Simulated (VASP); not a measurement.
Wanted: the native input for a VASP 6.6.1 run.

```yaml
Task: single point
Functional: PBE
Potentials_or_basis: VASP PAW PBE potentials, release 64 (Hf_pv, B)
Cutoff: 560 eV
k_mesh: 4 × 4 × 3, shifted
Occupations: gaussian, width 0.1 eV
Spin: no spin polarisation
Dipole_correction: no
Further_INCAR_settings: ALGO = Normal; EDIFF = 1e-06; NBANDS = 15; ISYM = -1
```

The structure of HfB2 lies in POSCAR:

```
HfB2
1.0
    3.1326790839      0.0000000000      0.0000000000
   -1.5663395419      2.7129796685      0.0000000000
    0.0000000000      0.0000000000      3.4792139900
Hf B
1 2
Direct
    0.0000000000      0.0000000000      0.0000000000
    0.3333333333      0.6666666667      0.5000000000
    0.6666666667      0.3333333333      0.5000000000
```

One way to write it, as run:

INCAR

```
PREC = Accurate
ENCUT = 560
EDIFF = 1E-6
ISMEAR = 0
SIGMA = 0.1
LREAL = F
LASPH = T
NELM = 120
ALGO = Normal
ISIF = 2
LWAVE = F
LCHARG = T
GGA = PE
LELF = T
LVHAR = T
ISYM = -1
NBANDS = 15
GGA_COMPAT = F
```

KPOINTS

```
explicit points
48
Reciprocal
  0.19500000   0.04750000   0.06000000 1
  0.19500000   0.04750000   0.39333333 1
  0.19500000   0.04750000   0.72666667 1
  0.19500000   0.29750000   0.06000000 1
  0.19500000   0.29750000   0.39333333 1
  0.19500000   0.29750000   0.72666667 1
  0.19500000   0.54750000   0.06000000 1
  0.19500000   0.54750000   0.39333333 1
  0.19500000   0.54750000   0.72666667 1
  0.19500000   0.79750000   0.06000000 1
  0.19500000   0.79750000   0.39333333 1
  0.19500000   0.79750000   0.72666667 1
  0.44500000   0.04750000   0.06000000 1
  0.44500000   0.04750000   0.39333333 1
  0.44500000   0.04750000   0.72666667 1
  0.44500000   0.29750000   0.06000000 1
  0.44500000   0.29750000   0.39333333 1
  0.44500000   0.29750000   0.72666667 1
  0.44500000   0.54750000   0.06000000 1
  0.44500000   0.54750000   0.39333333 1
  0.44500000   0.54750000   0.72666667 1
  0.44500000   0.79750000   0.06000000 1
  0.44500000   0.79750000   0.39333333 1
  0.44500000   0.79750000   0.72666667 1
  0.69500000   0.04750000   0.06000000 1
  0.69500000   0.04750000   0.39333333 1
  0.69500000   0.04750000   0.72666667 1
  0.69500000   0.29750000   0.06000000 1
  0.69500000   0.29750000   0.39333333 1
  0.69500000   0.29750000   0.72666667 1
  0.69500000   0.54750000   0.06000000 1
  0.69500000   0.54750000   0.39333333 1
  0.69500000   0.54750000   0.72666667 1
  0.69500000   0.79750000   0.06000000 1
  0.69500000   0.79750000   0.39333333 1
  0.69500000   0.79750000   0.72666667 1
  0.94500000   0.04750000   0.06000000 1
  0.94500000   0.04750000   0.39333333 1
  0.94500000   0.04750000   0.72666667 1
  0.94500000   0.29750000   0.06000000 1
  0.94500000   0.29750000   0.39333333 1
  0.94500000   0.29750000   0.72666667 1
  0.94500000   0.54750000   0.06000000 1
  0.94500000   0.54750000   0.39333333 1
  0.94500000   0.54750000   0.72666667 1
  0.94500000   0.79750000   0.06000000 1
  0.94500000   0.79750000   0.39333333 1
  0.94500000   0.79750000   0.72666667 1
```

Potentials or basis: VASP PAW PBE potentials, release 64 (Hf_pv, B).

Run with:

```bash
$ cat potpaw_PBE.64/Hf_pv/POTCAR potpaw_PBE.64/B/POTCAR > POTCAR
$ mpirun -np 1 vasp_std > vasp.out
```

It gave:

```json
{
 "Pressure": "2.3 GPa",
 "Largest force": "0.098 eV/Å",
 "Band gap on the k mesh": "zero (bands 8 and 9 overlap by 0.54 eV)"
}
```

Caveat: spin-orbit coupling is left out, which moves the levels of the heavy elements.

Run time: 15 s on 1 thread of AMD EPYC 9R45 96-Core Processor (Zen 5) (shared host), peak memory 0.13 GiB.
